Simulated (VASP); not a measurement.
# MnS (Fm-3m) in VASP: single point with PBEsol+U

Aim: the single point of MnS with PBEsol+U.

Program: VASP 6.6.1. These are calculated values, not measurements. Logs are shortened: lines on timing, memory, paths and dates and some standing lists are left out, and cuts for length are marked.

**1. The cell of the first run**

It takes space group Fm-3m (No. 225, cubic). The conventional cell has a = 5.224 Å, b = 5.224 Å, c = 5.224 Å, α = 90.00°, β = 90.00°, γ = 90.00°. Within 3.4 Å of Mn (site symmetry m-3m) lie 6 S at 2.61 Å. Within 3.4 Å of S (site symmetry m-3m) lie 6 Mn at 2.61 Å.

**2. Single point, PBEsol+U**

Input file INCAR:

```
SYSTEM = MnS
  ALGO = Normal
  EDIFF = 1E-6
  ENCUT = 520
  GGA = PS
  ISIF = 2
  ISMEAR = 0
  LASPH = .True.
  LCHARG = .False.
  LDAU = .True.
  LDAUJ = 0.9 0
  LDAUL = 2 -1
  LDAUPRINT = 1
  LDAUTYPE = 1
  LDAUU = 4 0
  LMAXMIX = 4
  LREAL = .False.
  LWAVE = .False.
  NBANDS = 27
  NELM = 150
  PREC = Accurate
  SIGMA = 0.05
```

Input file KPOINTS:

```
k-points
0
Gamma
  6 6 6
  0 0 0
```

Input file POSCAR:

```
MnS
1.0
    0.0000000000      2.6122498900      2.6122498900
    5.2244997800      2.6122498900      2.6122498900
    5.2244997800      5.2244997800      0.0000000000
Mn S
2 2
Direct
    0.0000000000      0.0000000000      0.0000000000
    0.0000000000      0.0000000000      0.5000000000
    0.5000000000      0.5000000000      0.0000000000
    0.5000000000      0.5000000000      0.5000000000
```

Potentials or basis: VASP PAW PBE potentials, release 64 (Mn_pv, S).

Started as:

```sh
cat potpaw_PBE.64/Mn_pv/POTCAR potpaw_PBE.64/S/POTCAR > POTCAR
mpirun -np 1 vasp_std > vasp.out
```

OUTCAR:

```text
SYSTEM = MnS
   EDIFF = 1E-6
   ENCUT = 520
   GGA = PS
   ISIF = 2
   ISMEAR = 0
   LASPH = .True.
   LREAL = .False.
   NELM = 150
   PREC = Accurate

 ion  position               nearest neighbor table
   1  0.000  0.000  0.000-   4 2.61   3 2.61   4 2.61   3 2.61   4 2.61   4 2.61
   2  0.000  0.000  0.500-   3 2.61   3 2.61   4 2.61   4 2.61   3 2.61   3 2.61
   3  0.500  0.500  0.000-   2 2.61   1 2.61   2 2.61   1 2.61   2 2.61   2 2.61
   4  0.500  0.500  0.500-   1 2.61   1 2.61   2 2.61   2 2.61   1 2.61   1 2.61

  LATTYP: Found a simple tetragonal cell.
 ALAT       =     3.6942792227
 C/A-ratio  =     1.4142135624

  Lattice vectors:

 A1 = (   0.0000000000,  -2.6122498900,   2.6122498900)
 A2 = (   0.0000000000,  -2.6122498900,  -2.6122498900)
 A3 = (   5.2244997800,   0.0000000000,   0.0000000000)

Analysis of symmetry for initial positions (statically):
=====================================================================
 Subroutine PRICEL returns following result:

  LATTYP: Found a face centered cubic cell.
 ALAT       =     5.2244997800

  Lattice vectors:

 A1 = (  -2.6122498900,   2.6122498900,  -0.0000000000)
 A2 = (  -2.6122498900,   0.0000000000,   2.6122498900)
 A3 = (   0.0000000000,   2.6122498900,   2.6122498900)

   2 primitive cells build up your supercell.

 Routine SETGRP: Setting up the symmetry group for a
 simple tetragonal supercell.

 Subroutine GETGRP returns: Found 16 space group operations
 (whereof 16 operations were pure point group operations)
 out of a pool of 16 trial point group operations.

The static configuration has the point symmetry D_4h.

Analysis of symmetry for dynamics (positions and initial velocities):
=====================================================================
 Subroutine PRICEL returns following result:

  LATTYP: Found a face centered cubic cell.
 ALAT       =     5.2244997800

  Lattice vectors:

 A1 = (  -2.6122498900,   2.6122498900,  -0.0000000000)
 A2 = (  -2.6122498900,   0.0000000000,   2.6122498900)
 A3 = (   0.0000000000,   2.6122498900,   2.6122498900)

   2 primitive cells build up your supercell.

 Routine SETGRP: Setting up the symmetry group for a
 simple tetragonal supercell.

 Subroutine GETGRP returns: Found 16 space group operations
 (whereof 16 operations were pure point group operations)
 out of a pool of 16 trial point group operations.

The dynamic configuration has the point symmetry D_4h.

 Subroutine INISYM returns: Found 16 space group operations
 (whereof 16 operations are pure point group operations),
 and found     2 'primitive' translations

----------------------------------------------------------------------------------------

                                     Primitive cell

  volume of cell :      35.6512

  direct lattice vectors                    reciprocal lattice vectors
    -2.612249890  2.612249890 -0.000000000    -0.191405884  0.191405884 -0.191405884
    -2.612249890  0.000000000  2.612249890    -0.191405884 -0.191405884  0.191405884
     0.000000000  2.612249890  2.612249890     0.191405884  0.191405884  0.191405884

  length of vectors
     3.694279223  3.694279223  3.694279223     0.331524716  0.331524716  0.331524716

  position of ions in fractional coordinates (direct lattice)
     0.000000000  0.000000000  0.000000000
     0.500000000  0.500000000  0.500000000

  ion indices of the primitive-cell ions
   primitive index   ion index
                 1           1
                 2           3

----------------------------------------------------------------------------------------

 KPOINTS: k-points

Automatic generation of k-mesh.
 Grid dimensions read from file:
 generate k-points for:    6    6    6

 Generating k-lattice:

[... 58 lines left out ...]
   LASPH  =      T    aspherical Exc in radial PAW
   ENCUT  =  520.0 eV  38.22 Ry    6.18 a.u.   6.87 11.90 13.74*2*pi/ulx,y,z
   NELM   =    150;   NELMIN=  2; NELMDL= -5     # of ELM steps
   EDIFF  = 0.1E-05   stopping-criterion for ELM
   LREAL  =      F    real-space projection
   EDIFFG = 0.1E-04   stopping-criterion for IOM
   NSW    =      0    number of steps for IOM
   IBRION =     -1    ionic relax: 0-MD 1-quasi-New 2-CG
   NFREE  =      0    steps in history (QN), initial steepest desc. (CG)
   ISIF   =      2    stress and relaxation
   ISYM   =      2    0-nonsym 1-usesym 2-fastsym
   POTIM  = 0.5000    time-step for ionic-motion
   TEBEG  =    0.0;   TEEND  =   0.0 temperature during run
   PSTRESS=    0.0 pullay stress
   NELECT =      38.0000    total number of electrons
   NUPDOWN=      -1.0000    fix difference up-down
   EMIN   =  10.00;   EMAX   =-10.00  energy-range for DOS
   EFERMI =   0.00;   METHOD = LEGACY
   ISMEAR =     0;   SIGMA  =   0.05  broadening in eV -4-tet -1-fermi 0-gaus
   EFERMI_NEDOS =   21; number of points for ismear=-14 and -15
   IALGO  =     38    algorithm
   IMIX   =      4    mixing-type and parameters
     AMIX     =   0.40;   BMIX     =  1.00
     AMIX_MAG =   1.60;   BMIX_MAG =  1.00
  volume/ion in A,a.u.               =      17.83       120.29
  Fermi-wavevector in a.u.,A,eV,Ry     =   1.327297  2.508227 23.969605  1.761716
  Thomas-Fermi vector in A             =   2.456619
   LORBIT       =      0    0 simple, 1 ext, 2 COOP (PROOUT), +10 PAW based schemes
 LDA+U is selected, type is set to LDAUTYPE =  1
   angular momentum for each species LDAUL =     2   -1
   U (eV)           for each species LDAUU =   4.0  0.0
   J (eV)           for each species LDAUJ =   0.9  0.0
   GGA     = PS    functional components
   LHFCALC =     F    Hartree Fock is set to
   AEXX    =    0.0000 exact exchange contribution
   IVDW    =     0    specifies the selected vdW correction
   LEPSILON=     F    determine dielectric tensor
   LRPA    =     F    only Hartree local field effects (RPA)
 non-spin polarized calculation
 Gauss-broadening in eV      SIGMA  =   0.05
  energy-cutoff  :      520.00
  volume of cell :       71.30
 maximum number of plane-waves:      1964
   NGX = 13   NGY = 23   NGZ = 27

atom =   1  type =  1  l = 2

 onsite density matrix

spin component  1

  0.7536 -0.0000  0.0000  0.0000 -0.0000
 -0.0000  0.7614 -0.0000  0.0000  0.0000
  0.0000 -0.0000  0.1383 -0.0000 -0.0008
  0.0000  0.0000 -0.0000  0.7536 -0.0000
 -0.0000  0.0000 -0.0008 -0.0000  0.1391

spin component  2

  0.7536 -0.0000  0.0000  0.0000 -0.0000
 -0.0000  0.7614 -0.0000  0.0000  0.0000
  0.0000 -0.0000  0.1383 -0.0000 -0.0008
  0.0000  0.0000 -0.0000  0.7536 -0.0000
 -0.0000  0.0000 -0.0008 -0.0000  0.1391

 occupancies and eigenvectors

  o =  0.1378  v =  0.0000  0.0000  0.8660 -0.0000  0.5000  0.0000  0.0000  0.0000  0.0000  0.0000      0.0000  0.0000  0.0000  0.0000  0.0000  0.0000  0.0000  0.0000  0.0000  0.0000
  o =  0.1378  v =  0.0000  0.0000  0.0000  0.0000  0.0000  0.0000  0.0000  0.8660 -0.0000  0.5000      0.0000  0.0000  0.0000  0.0000  0.0000  0.0000  0.0000  0.0000  0.0000  0.0000
  o =  0.1396  v =  0.0000  0.0000  0.5000 -0.0000 -0.8660  0.0000  0.0000  0.0000  0.0000  0.0000      0.0000  0.0000  0.0000  0.0000  0.0000  0.0000  0.0000  0.0000  0.0000  0.0000
  o =  0.1396  v =  0.0000  0.0000  0.0000  0.0000  0.0000  0.0000  0.0000  0.5000 -0.0000 -0.8660      0.0000  0.0000  0.0000  0.0000  0.0000  0.0000  0.0000  0.0000  0.0000  0.0000
  o =  0.7536  v =  1.0000  0.0000  0.0000  0.0000  0.0000  0.0000  0.0000  0.0000  0.0000  0.0000      0.0000  0.0000  0.0000  0.0000  0.0000  0.0000  0.0000  0.0000  0.0000  0.0000
  o =  0.7536  v =  0.0000  0.0000  0.0000  0.0000  0.0000  1.0000  0.0000  0.0000  0.0000  0.0000      0.0000  0.0000  0.0000  0.0000  0.0000  0.0000  0.0000  0.0000  0.0000  0.0000
  o =  0.7536  v =  0.0000  0.0000  0.0000  0.0000  0.0000  0.0000 -0.0000 -0.0000 -1.0000  0.0000      0.0000  0.0000  0.0000  0.0000  0.0000  0.0000  0.0000  0.0000  0.0000  0.0000
  o =  0.7536  v =  0.0000 -0.0000 -0.0000 -1.0000  0.0000  0.0000  0.0000  0.0000  0.0000  0.0000      0.0000  0.0000  0.0000  0.0000  0.0000  0.0000  0.0000  0.0000  0.0000  0.0000
  o =  0.7614  v =  0.0000  0.0000  0.0000  0.0000  0.0000  0.0000 -1.0000 -0.0000  0.0000  0.0000      0.0000  0.0000  0.0000  0.0000  0.0000  0.0000  0.0000  0.0000  0.0000  0.0000
  o =  0.7614  v =  0.0000 -1.0000 -0.0000  0.0000  0.0000  0.0000  0.0000  0.0000  0.0000  0.0000      0.0000  0.0000  0.0000  0.0000  0.0000  0.0000  0.0000  0.0000  0.0000  0.0000

atom =   2  type =  1  l = 2

 onsite density matrix

spin component  1

  0.7536 -0.0000 -0.0000  0.0000 -0.0000
 -0.0000  0.7614  0.0000  0.0000  0.0000
 -0.0000  0.0000  0.1383 -0.0000 -0.0008
  0.0000  0.0000 -0.0000  0.7536 -0.0000
 -0.0000  0.0000 -0.0008 -0.0000  0.1391

spin component  2

  0.7536 -0.0000 -0.0000  0.0000 -0.0000
 -0.0000  0.7614  0.0000  0.0000  0.0000
 -0.0000  0.0000  0.1383 -0.0000 -0.0008
  0.0000  0.0000 -0.0000  0.7536 -0.0000
 -0.0000  0.0000 -0.0008 -0.0000  0.1391

 occupancies and eigenvectors

  o =  0.1378  v =  0.0000 -0.0000  0.8660 -0.0000  0.5000  0.0000  0.0000  0.0000  0.0000  0.0000      0.0000  0.0000  0.0000  0.0000  0.0000  0.0000  0.0000  0.0000  0.0000  0.0000
  o =  0.1378  v =  0.0000  0.0000  0.0000  0.0000  0.0000  0.0000 -0.0000  0.8660 -0.0000  0.5000      0.0000  0.0000  0.0000  0.0000  0.0000  0.0000  0.0000  0.0000  0.0000  0.0000
  o =  0.1396  v =  0.0000  0.0000 -0.5000 -0.0000  0.8660  0.0000  0.0000  0.0000  0.0000  0.0000      0.0000  0.0000  0.0000  0.0000  0.0000  0.0000  0.0000  0.0000  0.0000  0.0000
  o =  0.1396  v =  0.0000  0.0000  0.0000  0.0000  0.0000  0.0000  0.0000 -0.5000 -0.0000  0.8660      0.0000  0.0000  0.0000  0.0000  0.0000  0.0000  0.0000  0.0000  0.0000  0.0000
  o =  0.7536  v =  0.0000  0.0000 -0.0000 -1.0000 -0.0000  0.0000  0.0000  0.0000  0.0000  0.0000      0.0000  0.0000  0.0000  0.0000  0.0000  0.0000  0.0000  0.0000  0.0000  0.0000
  o =  0.7536  v =  0.0000  0.0000  0.0000  0.0000  0.0000  0.0000  0.0000 -0.0000 -1.0000 -0.0000      0.0000  0.0000  0.0000  0.0000  0.0000  0.0000  0.0000  0.0000  0.0000  0.0000
  o =  0.7536  v =  0.0000  0.0000  0.0000  0.0000  0.0000  1.0000  0.0000  0.0000  0.0000  0.0000      0.0000  0.0000  0.0000  0.0000  0.0000  0.0000  0.0000  0.0000  0.0000  0.0000
  o =  0.7536  v =  1.0000  0.0000  0.0000  0.0000  0.0000  0.0000  0.0000  0.0000  0.0000  0.0000      0.0000  0.0000  0.0000  0.0000  0.0000  0.0000  0.0000  0.0000  0.0000  0.0000
  o =  0.7614  v =  0.0000 -1.0000  0.0000 -0.0000  0.0000  0.0000  0.0000  0.0000  0.0000  0.0000      0.0000  0.0000  0.0000  0.0000  0.0000  0.0000  0.0000  0.0000  0.0000  0.0000
  o =  0.7614  v =  0.0000  0.0000  0.0000  0.0000  0.0000  0.0000 -1.0000  0.0000 -0.0000  0.0000      0.0000  0.0000  0.0000  0.0000  0.0000  0.0000  0.0000  0.0000  0.0000  0.0000

 number of electron      37.9999979 magnetization

 Free energy of the ion-electron system (eV)
  ---------------------------------------------------
  ext. energy  EPLUGINS =         0.00000000
  ---------------------------------------------------
  free energy    TOTEN  =       -19.32118655 eV

  energy without entropy =      -19.28734577  energy(sigma->0) =      -19.30426616

 E-fermi :   5.2240     XC(G=0): -10.8359

 val. band max:        5.2220594305   @ k =   0.3333   0.0000   0.0000
 cond. band min:       5.2263846225   @ k =   0.5000   0.1667   0.1667
 fundamental gap:      0.0043251919
 Fermi energy:         5.2240410346

 k-point     1 :       0.0000    0.0000    0.0000
  band No.  band energies     occupation
      1     -41.8440      2.00000
      2     -41.8356      2.00000
      3     -41.8214      2.00000
      4     -41.8214      2.00000
      5     -41.8179      2.00000
      6     -41.8178      2.00000
[... 709 lines left out ...]
     26      10.5179      0.00000
     27      11.9342      0.00000

 [... further k-points ...]

------------------------ aborting loop because EDIFF is reached ----------------------------------------

  FORCE on cell =-STRESS in cart. coord.  units (eV):
  Direction    XX          YY          ZZ          XY          YZ          ZX
  --------------------------------------------------------------------------------------
  -------------------------------------------------------------------------------------
  Total       -9.5523731     -9.4763865     -9.4763865      0.0000000      0.0000000     -0.0000000
  in kB     -214.6434845   -212.9360516   -212.9360516      0.0000000      0.0000000     -0.0000000
  external PRESSURE =    -213.5051959 kB  Pullay stress =       0.0000000 kB

 VOLUME and BASIS-vectors are now :
 -----------------------------------------------------------------------------
  energy-cutoff  :      520.00
  volume of cell :       71.30
      direct lattice vectors                 reciprocal lattice vectors
     0.000000000  2.612249890  2.612249890    -0.191405884  0.191405884  0.191405884
     5.224499780  2.612249890  2.612249890     0.191405884 -0.191405884  0.191405884
     5.224499780  5.224499780  0.000000000     0.000000000  0.191405884 -0.191405884

 POSITION                                       TOTAL-FORCE (eV/Angst)
 -----------------------------------------------------------------------------------
      0.00000      0.00000      0.00000        -0.000000      0.000000     -0.000000
      2.61225      2.61225      0.00000         0.000000     -0.000000     -0.000000
      2.61225      2.61225      2.61225         0.000000     -0.000000     -0.000000
      5.22450      5.22450      2.61225         0.000000      0.000000      0.000000
 -----------------------------------------------------------------------------------
    total drift:                                0.000000      0.000000      0.000000

  FREE ENERGIE OF THE ION-ELECTRON SYSTEM (eV)
  ---------------------------------------------------
  free  energy   TOTEN  =       -19.3211865546 eV

  energy  without entropy=      -19.2873457658  energy(sigma->0) =      -19.30426616
```

It took 1.7 min on 1 thread of Intel Xeon Platinum 8488C (Sapphire Rapids), shared host; peak memory 0.27 GiB.

Results:

| Property | Result |
| --- | --- |
| Free energy | -19.3212 eV |
| Pressure | -21.4 GPa |
| Band gap on the k mesh | zero (bands 19 and 20 overlap by 0.24 eV) |

Eigenvalues of the final occupation matrices:
```csv
site,spin,trace,eigenvalues
site 1 d,1,2.55,0.14 0.14 0.75 0.75 0.76
site 1 d,2,2.55,0.14 0.14 0.75 0.75 0.76
site 2 d,1,2.55,0.14 0.14 0.75 0.75 0.76
site 2 d,2,2.55,0.14 0.14 0.75 0.75 0.76
```

Caveat: the cell stands under tension; the PAW data sets were made with another functional, which shifts forces and pressure a little; the run has no spin polarisation, though such a crystal can be magnetic; U without spin polarisation on a metal has little footing. Spin polarisation is off, so any magnetic state and its effect on volume and gap are missing.
